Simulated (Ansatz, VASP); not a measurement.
## Ca: VASP beside Ansatz

```
CELL_PARAMETERS angstrom
0.00000 2.79420 2.79420
3.07362 0.00000 2.79420
3.07362 2.79420 0.00000
ATOMIC_POSITIONS crystal
Ca 0.00000 0.00000 0.00000
```

Change from the starting cell: strain +0.1000 x Voigt [1, 0, 0, 0, 0, 0], atoms carried along.

Alike in both runs: task single point; functional PBEsol; k mesh 14 × 14 × 14; occupations gaussian, width 0.15 eV; no spin polarisation.

|  | VASP | Ansatz |
| --- | --- | --- |
| version | VASP 6.6.1 | Ansatz 0.2.0 |
| potentials or method | VASP PAW PBE potentials, release 64 (Ca_sv), cutoff 520 eV | scalar-relativistic, plane waves, PAW |
| valence electrons in the cell | 10 | 10 |

```csv
,VASP,Ansatz,Ansatz less VASP
gap on the k mesh at the Fermi level (eV),none,none,-
pressure (GPa),-2.3,-2.3,+0.01
"traceless stress, the component that is largest in VASP (GPa)",-0.67,-0.67,0.000
```

VASP's potentials were made for PBE, not for PBEsol. A gap of «none» marks a metal or a gap that the smearing closes. The functional is the same, so the differences come from potentials, cutoffs and numerics.
